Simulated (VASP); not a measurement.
# C (Fd-3m) in VASP: a series of runs, part 3 of 3

VASP 6.6.1. Earlier steps stand in the parts before.

## (4) Single point, PBE

This run uses another cell than the first one, of 5.67 Å³/atom.

File INCAR:

```
PREC = Accurate
ENCUT = 600
EDIFF = 1E-6
ISMEAR = 0
SIGMA = 0.01
LREAL = False
LASPH = True
NELM = 120
ALGO = Normal
ISIF = 2
LWAVE = False
LCHARG = False
GGA = PE
NBANDS = 11
GGA_COMPAT = False
```

File KPOINTS:

```
regular mesh
0
Gamma
  13 13 13
```

File POSCAR:

```
C
1.0
    0.0000000000      1.7833700000      1.7833700000
    1.7833700000      0.0000000000      1.7833700000
    1.7833700000      1.7833700000      0.0000000000
C
2
Direct
    0.2500000000      0.2500000000      0.2500000000
    1.0000000000      1.0000000000      1.0000000000
```

Potentials or basis: VASP PAW PBE potentials, release 64 (C).

Started as:

```bash
cat potpaw_PBE.64/C/POTCAR > POTCAR
mpirun -np 1 vasp_std > vasp.out
```

OUTCAR:

```text
PREC = Accurate
   ENCUT = 600
   EDIFF = 1E-6
   ISMEAR = 0
   LREAL = False
   LASPH = True
   NELM = 120
   ISIF = 2
   GGA = PE

 ion  position               nearest neighbor table
   1  0.250  0.250  0.250-   2 1.54   2 1.54   2 1.54   2 1.54
   2  0.000  0.000  0.000-   1 1.54   1 1.54   1 1.54   1 1.54

  LATTYP: Found a face centered cubic cell.
 ALAT       =     3.5667400000

  Lattice vectors:

 A1 = (   0.0000000000,   1.7833700000,   1.7833700000)
 A2 = (   1.7833700000,   0.0000000000,   1.7833700000)
 A3 = (   1.7833700000,   1.7833700000,   0.0000000000)

Analysis of symmetry for initial positions (statically):
=====================================================================
 Subroutine PRICEL returns:
 Original cell was already a primitive cell.

 Routine SETGRP: Setting up the symmetry group for a
 face centered cubic supercell.

 Subroutine GETGRP returns: Found 48 space group operations
 (whereof 24 operations were pure point group operations)
 out of a pool of 48 trial point group operations.

The static configuration has the point symmetry T_d .
 The point group associated with its full space group is O_h .

Analysis of symmetry for dynamics (positions and initial velocities):
=====================================================================
 Subroutine PRICEL returns:
 Original cell was already a primitive cell.

 Routine SETGRP: Setting up the symmetry group for a
 face centered cubic supercell.

 Subroutine GETGRP returns: Found 48 space group operations
 (whereof 24 operations were pure point group operations)
 out of a pool of 48 trial point group operations.

The dynamic configuration has the point symmetry T_d .
 The point group associated with its full space group is O_h .

 Subroutine INISYM returns: Found 48 space group operations
 (whereof 24 operations are pure point group operations),
 and found     1 'primitive' translations

----------------------------------------------------------------------------------------

                                     Primitive cell

  volume of cell :      11.3437

  direct lattice vectors                    reciprocal lattice vectors
     0.000000000  1.783370000  1.783370000    -0.280368067  0.280368067  0.280368067
     1.783370000  0.000000000  1.783370000     0.280368067 -0.280368067  0.280368067
     1.783370000  1.783370000  0.000000000     0.280368067  0.280368067 -0.280368067

  length of vectors
     2.522066041  2.522066041  2.522066041     0.485611737  0.485611737  0.485611737

  position of ions in fractional coordinates (direct lattice)
     0.250000000  0.250000000  0.250000000
     0.000000000  0.000000000  0.000000000

  ion indices of the primitive-cell ions
   primitive index   ion index
                 1           1
                 2           2

----------------------------------------------------------------------------------------

 KPOINTS: regular mesh

Automatic generation of k-mesh.
 Grid dimensions read from file:
 generate k-points for:   13   13   13

 Generating k-lattice:

  Cartesian coordinates                     Fractional coordinates (reciprocal lattice)
    -0.021566774  0.021566774  0.021566774     0.076923077  0.000000000  0.000000000
     0.021566774 -0.021566774  0.021566774     0.000000000  0.076923077  0.000000000
     0.021566774  0.021566774 -0.021566774     0.000000000  0.000000000  0.076923077

  Length of vectors
     0.037354749  0.037354749  0.037354749

  Shift w.r.t. Gamma in fractional coordinates (k-lattice)
     0.000000000  0.000000000  0.000000000

 Subroutine IBZKPT returns following result:
 ===========================================

 Found     84 irreducible k-points:

 Following reciprocal coordinates:
            Coordinates               Weight
  0.000000  0.000000  0.000000      1.000000
  0.076923  0.000000  0.000000      8.000000
  0.153846  0.000000  0.000000      8.000000
  0.230769  0.000000  0.000000      8.000000
  0.307692  0.000000  0.000000      8.000000
  0.384615  0.000000  0.000000      8.000000
[... 16 lines left out ...]
  0.384615  0.153846  0.000000     24.000000
  0.461538  0.153846  0.000000     24.000000
 [... further k-points ...]
   k-points           NKPTS =     84   k-points in BZ     NKDIM =     84   number of bands    NBANDS=     11
   number of dos      NEDOS =    301   number of ions     NIONS =      2
   total plane-waves  NPLWV =   8000
   dimension x,y,z NGX =    20 NGY =   20 NGZ =   20
   dimension x,y,z NGXF=    40 NGYF=   40 NGZF=   40
   ions per type =               2
   NGX,Y,Z   is equivalent  to a cutoff of  13.18, 13.18, 13.18 a.u.
   NGXF,Y,Z  is equivalent  to a cutoff of  26.37, 26.37, 26.37 a.u.
 SYSTEM =  unknown system
   PREC   = accura    normal or accurate (medium, high low for compatibility)
   ISTART =      0    job   : 0-new  1-cont  2-samecut
   ICHARG =      2    charge: 1-file 2-atom 10-const
   ISPIN  =      1    spin polarized calculation?
   LNONCOLLINEAR =      F non collinear calculations
   LSORBIT =      F    spin-orbit coupling
   LASPH  =      T    aspherical Exc in radial PAW
   ENCUT  =  600.0 eV  44.10 Ry    6.64 a.u.   5.04  5.04  5.04*2*pi/ulx,y,z
   NELM   =    120;   NELMIN=  2; NELMDL= -5     # of ELM steps
   EDIFF  = 0.1E-05   stopping-criterion for ELM
   LREAL  =      F    real-space projection
   EDIFFG = 0.1E-04   stopping-criterion for IOM
   NSW    =      0    number of steps for IOM
   IBRION =     -1    ionic relax: 0-MD 1-quasi-New 2-CG
   NFREE  =      0    steps in history (QN), initial steepest desc. (CG)
   ISIF   =      2    stress and relaxation
   ISYM   =      2    0-nonsym 1-usesym 2-fastsym
   POTIM  = 0.5000    time-step for ionic-motion
   TEBEG  =    0.0;   TEEND  =   0.0 temperature during run
   PSTRESS=    0.0 pullay stress
   NELECT =       8.0000    total number of electrons
   NUPDOWN=      -1.0000    fix difference up-down
   EMIN   =  10.00;   EMAX   =-10.00  energy-range for DOS
   EFERMI =   0.00;   METHOD = LEGACY
   ISMEAR =     0;   SIGMA  =   0.01  broadening in eV -4-tet -1-fermi 0-gaus
   EFERMI_NEDOS =   21; number of points for ismear=-14 and -15
   IALGO  =     38    algorithm
   IMIX   =      4    mixing-type and parameters
     AMIX     =   0.40;   BMIX     =  1.00
     AMIX_MAG =   1.60;   BMIX_MAG =  1.00
  volume/ion in A,a.u.               =       5.67        38.28
  Fermi-wavevector in a.u.,A,eV,Ry     =   1.457203  2.753714 28.891161  2.123440
  Thomas-Fermi vector in A             =   2.574032
   LORBIT       =      0    0 simple, 1 ext, 2 COOP (PROOUT), +10 PAW based schemes
   GGA     = PE    functional components
   LHFCALC =     F    Hartree Fock is set to
   AEXX    =    0.0000 exact exchange contribution
   IVDW    =     0    specifies the selected vdW correction
   LEPSILON=     F    determine dielectric tensor
   LRPA    =     F    only Hartree local field effects (RPA)
 non-spin polarized calculation
 Gauss-broadening in eV      SIGMA  =   0.01
  energy-cutoff  :      600.00
  volume of cell :       11.34
 maximum number of plane-waves:       388
   NGX =  9   NGY =  9   NGZ =  9

 number of electron       7.9999999 magnetization

 Free energy of the ion-electron system (eV)
  ---------------------------------------------------
  ext. energy  EPLUGINS =         0.00000000
  ---------------------------------------------------
  free energy    TOTEN  =       -18.19006728 eV

  energy without entropy =      -18.19006728  energy(sigma->0) =      -18.19006728

 E-fermi :   9.8893     XC(G=0): -13.2507

 val. band max:        9.7285041427   @ k =   0.0000   0.0000   0.0000
 cond. band min:      13.8709457539   @ k =   0.3846   0.3846   0.0000
 fundamental gap:      4.1424416112
 Fermi energy:         9.8892560757

 k-point     1 :       0.0000    0.0000    0.0000
  band No.  band energies     occupation
      1     -11.7479      2.00000
      2       9.7285      2.00000
      3       9.7285      2.00000
      4       9.7285      2.00000
      5      15.3188      0.00000
      6      15.3188      0.00000
      7      15.3188      0.00000
      8      23.0598      0.00000
      9      29.0235      0.00000
     10      36.2647      0.00000
     11      36.2647      0.00000
[... 309 lines left out ...]
 k-point    24 :       0.4615    0.1538    0.0000
  band No.  band energies     occupation
      1      -6.7360      2.00000
      2      -1.5095      2.00000
      3       5.2971      2.00000
      4       5.8264      2.00000
      5      16.8120      0.00000
      6      20.3122      0.00000
      7      20.6207      0.00000
      8      23.6450      0.00000
      9      30.3315      0.00000
     10      33.0093      0.00000
     11      36.7972      0.00000

 [... further k-points ...]
[... 5 lines left out ...]
  --------------------------------------------------------------------------------------
  -------------------------------------------------------------------------------------
  Total        0.1258643      0.1258643      0.1258643     -0.0000000      0.0000000      0.0000000
  in kB       17.7770161     17.7770161     17.7770161     -0.0000000      0.0000000      0.0000000
  external PRESSURE =      17.7770161 kB  Pullay stress =       0.0000000 kB

 VOLUME and BASIS-vectors are now :
 -----------------------------------------------------------------------------
  energy-cutoff  :      600.00
  volume of cell :       11.34
      direct lattice vectors                 reciprocal lattice vectors
     0.000000000  1.783370000  1.783370000    -0.280368067  0.280368067  0.280368067
     1.783370000  0.000000000  1.783370000     0.280368067 -0.280368067  0.280368067
     1.783370000  1.783370000  0.000000000     0.280368067  0.280368067 -0.280368067

 POSITION                                       TOTAL-FORCE (eV/Angst)
 -----------------------------------------------------------------------------------
      0.89168      0.89168      0.89168         0.000000      0.000000      0.000000
      0.00000      0.00000      0.00000        -0.000000     -0.000000     -0.000000
 -----------------------------------------------------------------------------------
    total drift:                                0.000000      0.000000      0.000000

  FREE ENERGIE OF THE ION-ELECTRON SYSTEM (eV)
  ---------------------------------------------------
  free  energy   TOTEN  =       -18.1900672795 eV

  energy  without entropy=      -18.1900672795  energy(sigma->0) =      -18.19006728
```

OSZICAR:

```text
N       E                     dE             d eps       ncg     rms          rms(c)
DAV:   1     0.327977388863E+01    0.32798E+01   -0.52776E+03  1891   0.808E+02
DAV:   2    -0.183303964744E+02   -0.21610E+02   -0.20915E+02  2433   0.134E+02
DAV:   3    -0.188266713958E+02   -0.49627E+00   -0.49382E+00  2172   0.154E+01
DAV:   4    -0.188276788856E+02   -0.10075E-02   -0.10075E-02  2000   0.822E-01
DAV:   5    -0.188276800143E+02   -0.11286E-05   -0.11286E-05  2087   0.278E-02    0.553E+00
DAV:   6    -0.183492246800E+02    0.47846E+00   -0.24959E-01  1884   0.352E+00    0.330E+00
DAV:   7    -0.181881996117E+02    0.16103E+00   -0.30595E-01  2004   0.395E+00    0.749E-01
DAV:   8    -0.181900067805E+02   -0.18072E-02   -0.86410E-03  1929   0.698E-01    0.435E-02
DAV:   9    -0.181900465074E+02   -0.39727E-04   -0.61098E-05  2231   0.632E-02    0.243E-02
DAV:  10    -0.181900672145E+02   -0.20707E-04   -0.15680E-05  1965   0.349E-02    0.524E-03
DAV:  11    -0.181900672795E+02   -0.65030E-07   -0.24805E-07  1686   0.458E-03
   1 F= -.18190067E+02 E0= -.18190067E+02  d E =-.456153-117
```

Run time: 16 s. Hardware: 1 thread of AMD EPYC 7R43 (Zen 3), shared host; peak memory 0.08 GiB.

Results:

```yaml
Free_energy: -18.1901 eV
Pressure: 1.8 GPa
Band_gap_on_the_k_mesh: 4.14 eV (least direct gap 5.59 eV)
```

Caveat: an odd mesh through Γ misses points on the zone boundary, where band edges can lie.

## (5) Single point, LDA

This run uses another cell than the first one, of 5.67 Å³/atom.

File INCAR:

```
PREC = Accurate
ENCUT = 600
EDIFF = 1E-6
ISMEAR = 0
SIGMA = 0.01
LREAL = F
LASPH = T
NELM = 120
ALGO = Normal
ISIF = 2
LWAVE = F
LCHARG = F
NBANDS = 11
GGA_COMPAT = F
```

File KPOINTS:

```
Automatic mesh
0
Gamma
  13 13 13
```

POSCAR is that of step 4.

Potentials or basis: VASP PAW LDA potentials, release 64 (C).

Started as:

```bash
cat potpaw_LDA.64/C/POTCAR > POTCAR
mpirun -np 1 vasp_std > vasp.out
```

Run time: 14 s. Hardware: 1 thread of AMD EPYC 7R43 (Zen 3), shared host; peak memory 0.08 GiB.

It converged, with:

```
Free energy            : -20.2415 eV
Pressure               : -12.4 GPa
Band gap on the k mesh : 4.11 eV (least direct gap 5.54 eV)
```

Levels at points of the mesh, in eV from the valence-band top:
| k point | band 1 | band 2 | band 3 | band 4 | band 5 | band 6 | band 7 | band 8 | band 9 |
| --- | --- | --- | --- | --- | --- | --- | --- | --- | --- |
| (0.00, 0.00, 0.00) | -21.32 | 0.00 | 0.00 | 0.00 | 5.54 | 5.54 | 5.54 | 13.56 | 19.00 |

Caveat: the cell stands under tension; an odd mesh through Γ misses points on the zone boundary, where band edges can lie. A hybrid or GW would open this gap; LDA tends to underestimate it.

## (6) Overview

| level | potentials or basis | cell | smearing | gap on the mesh (eV) | pressure (GPa) |
| --- | --- | --- | --- | --- | --- |
| b88 exchange, pbe correlation | VASP PAW PBE potentials, release 64 (C) | a = 2.555 Å, angles 60.0°, 2 atoms | fermi-dirac 0.05 eV | 4.06 | -13.9 |
| b88 exchange, pbe correlation | VASP PAW PBE potentials, release 64 (C) | a = 2.572 Å, angles 60.0°, 2 atoms | fermi-dirac 0.05 eV | 4.02 | -20.9 |
| PBE | VASP PAW PBE potentials, release 64 (C) | a = 2.522 Å, angles 60.0°, 2 atoms | gaussian 0.01 eV | 4.14 | 1.8 |
| LDA | VASP PAW LDA potentials, release 64 (C) | a = 2.522 Å, angles 60.0°, 2 atoms | gaussian 0.01 eV | 4.11 | -12.4 |

Alike in all rows: task single point; no spin polarisation; k mesh 13 × 13 × 13; cutoff (eV) 600.

Caveats: an odd mesh through Γ misses points on the zone boundary, where band edges can lie; the cell stands under tension (at least some runs); the PAW data sets were made with another functional, which shifts forces and pressure a little (at least some runs).

Absolute energies hang on the potentials; compare differences alone.
